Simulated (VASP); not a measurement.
RbBr:

```xyz
2
Lattice="4.1279 0.0000 0.0000 0.0000 4.1279 0.0000 0.0000 0.0000 4.1007" Properties=species:S:1:pos:R:3 pbc="T T T"
Rb    0.0000    0.0000    0.0000
Br    2.0640    2.0640    2.0503
```

This cell differs from its parent crystal: uniaxial z strain -0.7%.

Base run:

* Program: VASP 6.6.1
* Functional: HSE06
* Potentials or basis: VASP PAW PBE potentials, release 64 (Rb_sv, Br)
* Cutoff: 520 eV
* k mesh: 4 × 4 × 4
* Occupations: gaussian, width 0.01 eV
* Spin: no spin polarisation

Its results: band gap on the k mesh 5.26 eV, indirect (least direct gap 5.42 eV); pressure 0.6 GPa.

The run is repeated on the same cell with these changes: functional from HSE06 to r2SCAN; k mesh from 4 × 4 × 4 to 6 × 6 × 6. What comes out?

Band gap on the k mesh 4.83 eV, indirect (least direct gap 4.98 eV); pressure 0.1 GPa.

Several settings changed at once, so the effect can't be laid on one alone.

Caveats: the PAW data sets were made with another functional, which shifts forces and pressure a little.

A k mesh can miss the band edges.
